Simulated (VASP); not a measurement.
# CdF2 (Fm-3m) in VASP: notebook

CdF2 is run at these levels: BLYP, revPBE+D4; tasks: single point.

All numbers are computed with VASP 6.6.1; they aren't measurements. Logs are shortened: lines on timing, memory, paths and dates and some standing lists are left out, and cuts for length are marked.

### Step 1. The cell of the first run

The structure is cubic, space group Fm-3m (No. 225). Conventional cell: a = 5.496 Å, b = 5.496 Å, c = 5.496 Å, α = 90.00°, β = 90.00°, γ = 90.00°. Within 3.1 Å of Cd (site symmetry m-3m) lie 8 F at 2.38 Å. Within 3.1 Å of F (site symmetry -43m) lie 4 Cd at 2.38 Å and 6 F at 2.75 Å.

### Step 2. Single point, BLYP (volume scaled by 0.98)

File INCAR:

```
PREC = Accurate
ENCUT = 520
EDIFF = 1E-6
ISMEAR = 0
SIGMA = 0.05
LREAL = False
LASPH = True
NELM = 100
ALGO = Normal
ISIF = 2
LWAVE = False
LCHARG = True
GGA = B5
ALDAX = 1.0
AGGAX = 1.0
AGGAC = 1.0
ALDAC = 0.0
LELF = True
LVHAR = True
NBANDS = 20
```

File KPOINTS:

```
Automatic mesh
0
Gamma
  8 8 8
```

File POSCAR:

```
CdF2
1.0
    0.0000000000      2.7478583609      2.7478583609
    2.7478583609      0.0000000000      2.7478583609
    2.7478583609      2.7478583609      0.0000000000
Cd F
1 2
Direct
    0.0000000000      0.0000000000      0.0000000000
    0.2500000000      0.2500000000      0.2500000000
    0.7500000000      0.7500000000      0.7500000000
```

Potentials or basis: VASP PAW PBE potentials, release 64 (Cd, F).

On the command line:

```sh
$ cat potpaw_PBE.64/Cd/POTCAR potpaw_PBE.64/F/POTCAR > POTCAR
$ mpirun -np 1 vasp_std > vasp.out
```

OUTCAR:

```text
PREC = Accurate
   ENCUT = 520
   EDIFF = 1E-6
   ISMEAR = 0
   LREAL = False
   LASPH = True
   NELM = 100
   ISIF = 2
   GGA = B5

 ion  position               nearest neighbor table
   1  0.000  0.000  0.000-   3 2.38   3 2.38   3 2.38   2 2.38   2 2.38   2 2.38   3 2.38   2 2.38

   2  0.250  0.250  0.250-   1 2.38   1 2.38   1 2.38   1 2.38
   3  0.750  0.750  0.750-   1 2.38   1 2.38   1 2.38   1 2.38

  LATTYP: Found a face centered cubic cell.
 ALAT       =     5.4957167218

  Lattice vectors:

 A1 = (   0.0000000000,   2.7478583609,   2.7478583609)
 A2 = (   2.7478583609,   0.0000000000,   2.7478583609)
 A3 = (   2.7478583609,   2.7478583609,   0.0000000000)

Analysis of symmetry for initial positions (statically):
=====================================================================
 Subroutine PRICEL returns:
 Original cell was already a primitive cell.

 Routine SETGRP: Setting up the symmetry group for a
 face centered cubic supercell.

 Subroutine GETGRP returns: Found 48 space group operations
[... 9 lines left out ...]

 Routine SETGRP: Setting up the symmetry group for a
 face centered cubic supercell.

 Subroutine GETGRP returns: Found 48 space group operations
[... 11 lines left out ...]
                                     Primitive cell

  volume of cell :      41.4966

  direct lattice vectors                    reciprocal lattice vectors
     0.000000000  2.747858361  2.747858361    -0.181959888  0.181959888  0.181959888
     2.747858361  0.000000000  2.747858361     0.181959888 -0.181959888  0.181959888
     2.747858361  2.747858361  0.000000000     0.181959888  0.181959888 -0.181959888

  length of vectors
     3.886058561  3.886058561  3.886058561     0.315163771  0.315163771  0.315163771

  position of ions in fractional coordinates (direct lattice)
     0.000000000  0.000000000  0.000000000
     0.250000000  0.250000000  0.250000000
     0.750000000  0.750000000  0.750000000

  ion indices of the primitive-cell ions
   primitive index   ion index
                 1           1
                 2           2
                 3           3

----------------------------------------------------------------------------------------

 KPOINTS: Automatic mesh

Automatic generation of k-mesh.
 Grid dimensions read from file:
 generate k-points for:    8    8    8

 Generating k-lattice:

  Cartesian coordinates                     Fractional coordinates (reciprocal lattice)
    -0.022744986  0.022744986  0.022744986     0.125000000  0.000000000  0.000000000
     0.022744986 -0.022744986  0.022744986     0.000000000  0.125000000  0.000000000
     0.022744986  0.022744986 -0.022744986     0.000000000  0.000000000  0.125000000

  Length of vectors
     0.039395471  0.039395471  0.039395471

  Shift w.r.t. Gamma in fractional coordinates (k-lattice)
     0.000000000  0.000000000  0.000000000

 Subroutine IBZKPT returns following result:
 ===========================================

 Found     29 irreducible k-points:

 Following reciprocal coordinates:
            Coordinates               Weight
  0.000000  0.000000  0.000000      1.000000
  0.125000  0.000000  0.000000      8.000000
  0.250000  0.000000  0.000000      8.000000
  0.375000  0.000000  0.000000      8.000000
  0.500000  0.000000  0.000000      4.000000
  0.125000  0.125000  0.000000      6.000000
[... 16 lines left out ...]
  0.500000  0.250000  0.125000     48.000000
 -0.375000  0.250000  0.125000     24.000000
 [... further k-points ...]
   k-points           NKPTS =     29   k-points in BZ     NKDIM =     29   number of bands    NBANDS=     20
   number of dos      NEDOS =    301   number of ions     NIONS =      3
   total plane-waves  NPLWV =  27000
   dimension x,y,z NGX =    30 NGY =   30 NGZ =   30
   dimension x,y,z NGXF=    60 NGYF=   60 NGZF=   60
   ions per type =               1   2
   NGX,Y,Z   is equivalent  to a cutoff of  12.83, 12.83, 12.83 a.u.
   NGXF,Y,Z  is equivalent  to a cutoff of  25.67, 25.67, 25.67 a.u.
 SYSTEM =  unknown system
   PREC   = accura    normal or accurate (medium, high low for compatibility)
   ISTART =      0    job   : 0-new  1-cont  2-samecut
   ICHARG =      2    charge: 1-file 2-atom 10-const
   ISPIN  =      1    spin polarized calculation?
   LNONCOLLINEAR =      F non collinear calculations
   LSORBIT =      F    spin-orbit coupling
   LASPH  =      T    aspherical Exc in radial PAW
   ENCUT  =  520.0 eV  38.22 Ry    6.18 a.u.   7.23  7.23  7.23*2*pi/ulx,y,z
   NELM   =    100;   NELMIN=  2; NELMDL= -5     # of ELM steps
   EDIFF  = 0.1E-05   stopping-criterion for ELM
   LREAL  =      F    real-space projection
   EDIFFG = 0.1E-04   stopping-criterion for IOM
   NSW    =      0    number of steps for IOM
   IBRION =     -1    ionic relax: 0-MD 1-quasi-New 2-CG
   NFREE  =      0    steps in history (QN), initial steepest desc. (CG)
   ISIF   =      2    stress and relaxation
   ISYM   =      2    0-nonsym 1-usesym 2-fastsym
   POTIM  = 0.5000    time-step for ionic-motion
   TEBEG  =    0.0;   TEEND  =   0.0 temperature during run
   PSTRESS=    0.0 pullay stress
   NELECT =      26.0000    total number of electrons
   NUPDOWN=      -1.0000    fix difference up-down
   EMIN   =  10.00;   EMAX   =-10.00  energy-range for DOS
   EFERMI =   0.00;   METHOD = LEGACY
   ISMEAR =     0;   SIGMA  =   0.05  broadening in eV -4-tet -1-fermi 0-gaus
   EFERMI_NEDOS =   21; number of points for ismear=-14 and -15
   IALGO  =     38    algorithm
   IMIX   =      4    mixing-type and parameters
     AMIX     =   0.40;   BMIX     =  1.00
     AMIX_MAG =   1.60;   BMIX_MAG =  1.00
  volume/ion in A,a.u.               =      13.83        93.34
  Fermi-wavevector in a.u.,A,eV,Ry     =   1.400861  2.647243 26.700217  1.962411
  Thomas-Fermi vector in A             =   2.523779
   LORBIT       =      0    0 simple, 1 ext, 2 COOP (PROOUT), +10 PAW based schemes
   GGA     = B5    functional components
   LHFCALC =     F    Hartree Fock is set to
   AEXX    =    0.0000 exact exchange contribution
   IVDW    =     0    specifies the selected vdW correction
   LEPSILON=     F    determine dielectric tensor
   LRPA    =     F    only Hartree local field effects (RPA)
 non-spin polarized calculation
 Gauss-broadening in eV      SIGMA  =   0.05
  energy-cutoff  :      520.00
  volume of cell :       41.50
 maximum number of plane-waves:      1139
 NGX is ok and might be reduce to    30
   NGX = 15   NGY = 15   NGZ = 15

 number of electron      25.9999998 magnetization

 Free energy of the ion-electron system (eV)
  ---------------------------------------------------
  ext. energy  EPLUGINS =         0.00000000
  ---------------------------------------------------
  free energy    TOTEN  =       -10.36226750 eV

  energy without entropy =      -10.36226750  energy(sigma->0) =      -10.36226750

 E-fermi :  -1.2006     XC(G=0):  -9.8051

 val. band max:       -1.5282250210   @ k =  -0.2500   0.5000   0.2500
 cond. band min:       1.3900881566   @ k =   0.0000   0.0000   0.0000
 fundamental gap:      2.9183131776
 Fermi energy:        -1.2006303899

 k-point     1 :       0.0000    0.0000    0.0000
  band No.  band energies     occupation
      1     -21.8958      2.00000
      2     -20.9399      2.00000
      3      -6.9542      2.00000
      4      -6.9542      2.00000
      5      -6.9542      2.00000
      6      -5.9804      2.00000
[... 12 lines left out ...]
     19      18.0957      0.00000
     20      18.0957      0.00000

 k-point     2 :       0.1250    0.0000    0.0000
  band No.  band energies     occupation
      1     -21.8519      2.00000
      2     -20.9783      2.00000
      3      -6.9042      2.00000
      4      -6.9042      2.00000
      5      -6.8126      2.00000
      6      -5.9935      2.00000
[... 12 lines left out ...]
     19      17.6620      0.00000
     20      17.6620      0.00000

 k-point     3 :       0.2500    0.0000    0.0000
  band No.  band energies     occupation
      1     -21.7353      2.00000
      2     -21.0805      2.00000
      3      -6.7907      2.00000
      4      -6.7907      2.00000
      5      -6.4371      2.00000
      6      -6.0024      2.00000
[... 12 lines left out ...]
     19      16.9700      0.00000
     20      17.5408      0.00000

 k-point     4 :       0.3750    0.0000    0.0000
  band No.  band energies     occupation
      1     -21.5745      2.00000
      2     -21.2251      2.00000
      3      -6.7006      2.00000
      4      -6.7006      2.00000
      5      -5.9863      2.00000
      6      -5.9603      2.00000
[... 12 lines left out ...]
     19      16.4929      0.00000
     20      17.1452      0.00000

 k-point     5 :       0.5000    0.0000    0.0000
  band No.  band energies     occupation
      1     -21.4259      2.00000
      2     -21.3659      2.00000
      3      -6.6743      2.00000
      4      -6.6743      2.00000
      5      -5.9209      2.00000
      6      -5.9209      2.00000
[... 12 lines left out ...]
     19      16.3285      0.00000
     20      16.8385      0.00000
[... 353 lines left out ...]
      6      -5.8842      2.00000
[... 12 lines left out ...]
     19      17.4765      0.00000
     20      19.7788      0.00000

 k-point    22 :       0.3750    0.2500    0.1250
  band No.  band energies     occupation
      1     -21.6541      2.00000
      2     -21.1453      2.00000
      3      -6.6608      2.00000
      4      -6.6392      2.00000
      5      -6.2295      2.00000
      6      -6.1739      2.00000
[... 12 lines left out ...]
     19      17.6136      0.00000
     20      19.7761      0.00000

 k-point    23 :       0.5000    0.2500    0.1250
  band No.  band energies     occupation
      1     -21.5250      2.00000
      2     -21.2571      2.00000
      3      -6.5803      2.00000
      4      -6.5167      2.00000
      5      -6.1418      2.00000
      6      -5.9639      2.00000
[... 12 lines left out ...]
     19      17.0534      0.00000
     20      19.8992      0.00000

 k-point    24 :      -0.3750    0.2500    0.1250
  band No.  band energies     occupation
      1     -21.4023      2.00000
      2     -21.3722      2.00000
      3      -6.5548      2.00000
      4      -6.4849      2.00000
      5      -6.0055      2.00000
      6      -5.9970      2.00000
[... 12 lines left out ...]
     19      16.8419      0.00000
     20      20.3859      0.00000

 [... further k-points ...]

------------------------ aborting loop because EDIFF is reached ----------------------------------------

  FORCE on cell =-STRESS in cart. coord.  units (eV):
  Direction    XX          YY          ZZ          XY          YZ          ZX
  --------------------------------------------------------------------------------------
  -------------------------------------------------------------------------------------
  Total        0.6345136      0.6345136      0.6345136      0.0000000      0.0000000     -0.0000000
  in kB       24.4984439     24.4984439     24.4984439      0.0000000      0.0000000     -0.0000000
  external PRESSURE =      24.4984439 kB  Pullay stress =       0.0000000 kB

 VOLUME and BASIS-vectors are now :
 -----------------------------------------------------------------------------
  energy-cutoff  :      520.00
  volume of cell :       41.50
      direct lattice vectors                 reciprocal lattice vectors
     0.000000000  2.747858361  2.747858361    -0.181959888  0.181959888  0.181959888
     2.747858361  0.000000000  2.747858361     0.181959888 -0.181959888  0.181959888
     2.747858361  2.747858361  0.000000000     0.181959888  0.181959888 -0.181959888

 POSITION                                       TOTAL-FORCE (eV/Angst)
 -----------------------------------------------------------------------------------
      0.00000      0.00000      0.00000        -0.000000     -0.000000     -0.000000
      1.37393      1.37393      1.37393        -0.000000     -0.000000     -0.000000
      4.12179      4.12179      4.12179         0.000000      0.000000      0.000000
 -----------------------------------------------------------------------------------
    total drift:                                0.000000     -0.000000      0.000000

  FREE ENERGIE OF THE ION-ELECTRON SYSTEM (eV)
  ---------------------------------------------------
  free  energy   TOTEN  =       -10.3622674974 eV

  energy  without entropy=      -10.3622674974  energy(sigma->0) =      -10.36226750
```

It took 39 s on 1 thread of Intel Xeon Platinum 8488C (Sapphire Rapids), shared host; peak memory 0.17 GiB.

Results:

* Free energy: -10.3623 eV
* Pressure: 2.4 GPa
* Band gap on the k mesh: 2.92 eV, indirect (least direct gap 3.46 eV)

Caveat: the PAW data sets were made with another functional, which shifts forces and pressure a little. A k mesh can miss the band edges.

### Step 3. Single point, revPBE+D4 (volume scaled by 1.04)

File INCAR:

```
SYSTEM = CdF2
PREC = Accurate
ENCUT = 520
EDIFF = 1E-7
ISMEAR = 0
SIGMA = 0.05
LREAL = .False.
LASPH = .True.
NELM = 80
ALGO = Normal
ISIF = 2
LWAVE = .False.
LCHARG = .True.
GGA = RE
IVDW = 13
LELF = .True.
LVHAR = .True.
NBANDS = 20
```

File KPOINTS:

```
regular mesh
0
Gamma
  8 8 8
  0 0 0
```

File POSCAR:

```
CdF2
1.0
    0.0000000000      2.7741333923      2.7741333923
    2.7741333923      0.0000000000      2.7741333923
    2.7741333923      2.7741333923      0.0000000000
Cd F
1 2
Direct
    0.0000000000      0.0000000000      0.0000000000
    0.2500000000      0.2500000000      0.2500000000
    0.7500000000      0.7500000000      0.7500000000
```

Potentials or basis: VASP PAW PBE potentials, release 64 (Cd, F).

On the command line:

```sh
$ cat potpaw_PBE.64/Cd/POTCAR potpaw_PBE.64/F/POTCAR > POTCAR
$ mpirun -np 1 vasp_std > vasp.out
```

Wall time 31 s (1 thread of Intel Xeon Platinum 8488C (Sapphire Rapids), shared host); peak memory 0.18 GiB.

Results (log left out):

```yaml
Free_energy: -11.0336 eV
Pressure: -2.9 GPa
Band_gap_on_the_k_mesh: 2.91 eV, indirect (least direct gap 3.51 eV)
Dispersion_energy_per_atom: -0.321 eV
```

Levels at points of the mesh, in eV from the valence-band top:
```csv
k point,band 11,band 12,band 13,band 14,band 15,band 16
"(0.00, 0.00, 0.00)",-0.60,-0.60,-0.60,2.91,12.44,12.44
"(0.50, 0.00, 0.00)",-1.52,-0.44,-0.44,6.61,9.08,13.87
"(0.50, 0.50, 0.00)",-0.34,-0.08,-0.08,7.38,9.34,12.07
```

Caveat: the PAW data sets were made with another functional, which shifts forces and pressure a little. A k mesh can miss the band edges.

### Step 4. Single point, BLYP (volume scaled by 1.02)

File INCAR:

```
SYSTEM = CdF2
PREC = Accurate ; ENCUT = 520
EDIFF = 1E-7 ; ISMEAR = 0
SIGMA = 0.05 ; LREAL = .FALSE.
LASPH = .TRUE. ; NELM = 60
ALGO = Normal ; ISIF = 2
LWAVE = .FALSE. ; LCHARG = .FALSE.
GGA = B5 ; ALDAX = 1.0
AGGAX = 1.0 ; AGGAC = 1.0
ALDAC = 0.0 ; NBANDS = 20
```

File KPOINTS:

```
regular mesh
0
G
  8 8 8
  0 0 0
```

File POSCAR:

```
CdF2
1.0
    0.0000000000      2.7847467675      2.7847467675
    2.7847467675      0.0000000000      2.7847467675
    2.7847467675      2.7847467675      0.0000000000
Cd F
1 2
Direct
    0.0000000000      0.0000000000      0.0000000000
    0.2500000000      0.2500000000      0.2500000000
    0.7500000000      0.7500000000      0.7500000000
```

On the command line:

```sh
$ cat potpaw_PBE.64/Cd/POTCAR potpaw_PBE.64/F/POTCAR > POTCAR
$ mpirun -np 1 vasp_std > vasp.out
```

Run time: 32 s. Hardware: 1 thread of Intel Xeon Platinum 8488C (Sapphire Rapids), shared host; peak memory 0.18 GiB.

It converged, with:

```yaml
Free_energy: -10.3720 eV
Pressure: -1.2 GPa
Band_gap_on_the_k_mesh: 2.77 eV, indirect (least direct gap 3.35 eV)
```

Levels at points of the mesh, in eV from the valence-band top:
```tsv
k point	band 11	band 12	band 13	band 14	band 15	band 16
(0.00, 0.00, 0.00)	-0.58	-0.58	-0.58	2.77	12.22	12.22
(0.50, 0.00, 0.00)	-1.49	-0.43	-0.43	6.41	8.89	13.64
(0.50, 0.50, 0.00)	-0.34	-0.08	-0.08	7.16	9.19	11.84
```

Caveat: the PAW data sets were made with another functional, which shifts forces and pressure a little.

### Step 5. The runs side by side

```csv
level,cell,gap on the mesh (eV),pressure (GPa)
BLYP,"a = 3.886 Å, angles 60.0°, 3 atoms",2.92,2.4
revPBE+D4,"a = 3.923 Å, angles 60.0°, 3 atoms",2.91,-2.9
BLYP,"a = 3.938 Å, angles 60.0°, 3 atoms",2.77,-1.2
```

Alike in all rows: task single point; potentials or basis VASP PAW PBE potentials, release 64 (Cd, F); no spin polarisation; k mesh 8 × 8 × 8; cutoff (eV) 520; smearing gaussian 0.05 eV.

Caveats: the PAW data sets were made with another functional, which shifts forces and pressure a little.

Total energies depend on the potentials used, so only differences within one code and one set of settings carry meaning.
